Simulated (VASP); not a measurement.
Wanted: the native input for a VASP 6.6.1 run.

| Quantity | Value |
| --- | --- |
| Task | single point |
| Functional | r2SCAN |
| Potentials or basis | VASP PAW PBE potentials, release 64 (O_h, H_h, F_h) |
| Cutoff | 1110 eV |
| k mesh | 1 × 1 × 1 |
| Occupations | fermi-dirac, width 0.02 eV |
| Spin | no spin polarisation |
| Dipole correction | no |
| Further INCAR settings | LREAL = Auto; ALGO = Normal; EDIFF = 1e-06; NBANDS = 44 |

System: H13O6F.

```
CELL_PARAMETERS angstrom
6.52808 0.00000 0.00000
0.00000 6.52808 0.00000
0.00000 0.00000 6.52808
ATOMIC_POSITIONS crystal
O 0.18166 0.02532 0.63902
O 0.12195 0.38644 0.85184
O 0.76575 0.56617 0.77381
O 0.00905 0.26983 0.20994
O 0.59651 0.23443 0.09285
O 0.30695 0.97018 0.23728
H 0.17187 0.16737 0.68115
H 0.18025 0.95018 0.77220
H 0.06539 0.34154 0.98456
H 0.23518 0.46749 0.90434
H 0.73945 0.59148 0.62996
H 0.88871 0.48071 0.76318
H 0.86108 0.25758 0.21714
H 0.07684 0.14012 0.24949
H 0.63962 0.20594 0.95693
H 0.50427 0.11881 0.12667
H 0.24730 0.84199 0.19114
H 0.28226 0.97100 0.39208
H 0.90679 0.75626 0.89821
F 0.98865 0.83928 0.98199
```

These files were run (other wordings do the same):

POSCAR

```
H13O6F
1.0
    6.5280840000      0.0000000000      0.0000000000
    0.0000000000      6.5280840000      0.0000000000
    0.0000000000      0.0000000000      6.5280840000
O H F
6 13 1
Direct
    0.1816612654      0.0253213654      0.6390236400
    0.1219500239      0.3864380422      0.8518425927
    0.7657530142      0.5661691853      0.7738105086
    0.0090531923      0.2698341504      0.2099390878
    0.5965149958      0.2344332579      1.0928474572
    0.3069507071      0.9701774671      0.2372824859
    0.1718727884      0.1673691699      0.6811493234
    0.1802519698     -0.0498155355      0.7722020734
    0.0653943791      0.3415397228      0.9845614732
    0.2351838610      0.4674878571      0.9043388535
    0.7394512693      0.5914752322      0.6299551293
    0.8887140545      0.4807076625      0.7631795179
   -0.1389228447      0.2575794061      0.2171387501
    0.0768372466      0.1401176823      0.2494912749
    0.6396210588      0.2059409775      0.9569270248
    0.5042674083      0.1188097457      1.1266705514
    0.2473007394      0.8419928420      0.1911433738
    0.2822573974      0.9710046623      0.3920752245
    0.9067898023      0.7562555874     -0.1017909696
    0.9886514941      0.8392814798     -0.0180144741
```

INCAR.step1

```
SYSTEM = H13O6F
PREC     = Accurate       ! precision mode
ENCUT    = 1110           ! plane-wave cutoff, eV
ISMEAR   = -1             ! smearing method
SIGMA    = 0.02           ! smearing width, eV
LREAL    = Auto         
LASPH    = .True.         ! aspherical terms in the spheres
NELM     = 120            ! most SCF steps
NBANDS   = 44             ! bands
GGA      = PE             ! functional
ALGO     = Normal         ! electronic algorithm
EDIFF    = 1E-5           ! SCF threshold, eV
LWAVE    = .True.         ! write WAVECAR
LCHARG   = .False.        ! write CHGCAR
GGA_COMPAT= .False.
```

INCAR.step2

```
SYSTEM = H13O6F
PREC     = Accurate       ! precision mode
ENCUT    = 1110           ! plane-wave cutoff, eV
EDIFF    = 1E-6           ! SCF threshold, eV
ISMEAR   = -1             ! smearing method
SIGMA    = 0.02           ! smearing width, eV
LREAL    = Auto         
LASPH    = .True.         ! aspherical terms in the spheres
NELM     = 120            ! most SCF steps
ALGO     = Normal         ! electronic algorithm
ISIF     = 2              ! what is computed and relaxed
LWAVE    = .False.        ! write WAVECAR
LCHARG   = .False.        ! write CHGCAR
METAGGA  = R2SCAN         ! meta-GGA
LMIXTAU  = .True.       
NBANDS   = 44             ! bands
ISTART   = 1            
GGA_COMPAT= .False.
```

KPOINTS

```
Automatic mesh
0
Gamma
  1 1 1
  0 0 0
```

Potentials or basis: VASP PAW PBE potentials, release 64 (O_h, H_h, F_h).

Command:

```console
$ cat potpaw_PBE.64/O_h/POTCAR potpaw_PBE.64/H_h/POTCAR potpaw_PBE.64/F_h/POTCAR > POTCAR
$ cp INCAR.step1 INCAR
$ mpirun -np 1 vasp_gam > vasp.out
$ cp INCAR.step2 INCAR
$ mpirun -np 1 vasp_gam > vasp.out
```

It gave:

| Quantity | Value |
| --- | --- |
| Pressure | -0.4 GPa |
| Largest force | 1.917 eV/Å |

Caveat: the k points lie up to 0.96 Å⁻¹ apart, too coarse for converged energies, forces and pressures; the atoms stand as in a frame of molecular dynamics; the PAW data sets were made with another functional, which shifts forces and pressure a little.

Run time: 4.8 min on 1 thread of Intel(R) Xeon(R) Platinum 8259CL CPU @ 2.50GHz (Skylake/Cascade Lake), with other jobs on the host, peak memory 0.8 GiB.
